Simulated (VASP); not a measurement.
Input of a VASP 6.6.1 run:

File INCAR:

```
SYSTEM = GeIrRu3
  PREC = Accurate
  ENCUT = 520
  EDIFF = 1E-7
  ISMEAR = 0
  SIGMA = 0.1
  LREAL = .FALSE.
  LASPH = .TRUE.
  NELM = 100
  ALGO = Fast
  ISIF = 2
  LWAVE = .FALSE.
  LCHARG = .FALSE.
  GGA = PE
  NBANDS = 40
```

The input KPOINTS:

```
regular mesh
0
G
  4 4 4
  0 0 0
```

File POSCAR:

```
GeIrRu3
1.0
    3.9766198500      0.0000000000      0.0000000000
    0.0000000000      3.9766198500      0.0000000000
    0.0000000000      0.0000000000      3.9766198500
Ge Ru Ir
1 3 1
Direct
    0.5000000000      0.5000000000      0.5000000000
    0.0000000000      0.5000000000      0.5000000000
    0.5000000000      0.0000000000      0.5000000000
    0.5000000000      0.5000000000      0.0000000000
    0.0000000000      0.0000000000      0.0000000000
```

Potentials or basis: VASP PAW PBE potentials, release 64 (Ge_d, Ru_pv, Ir).

Command:

```sh
$ cat potpaw_PBE.64/Ge_d/POTCAR potpaw_PBE.64/Ru_pv/POTCAR potpaw_PBE.64/Ir/POTCAR > POTCAR
$ mpirun -np 1 vasp_std > vasp.out
```

(1) What does it give for the band gap on the k mesh?

(2) Predict the pressure.

Results:

(1) zero (an odd number of electrons rules out a gap without spin polarisation).

(2) 119.0 GPa.

Caveat: the k points lie up to 0.40 Å⁻¹ apart, too coarse for converged energies and pressures of a metal; spin-orbit coupling is left out, which moves the levels of the heavy elements.
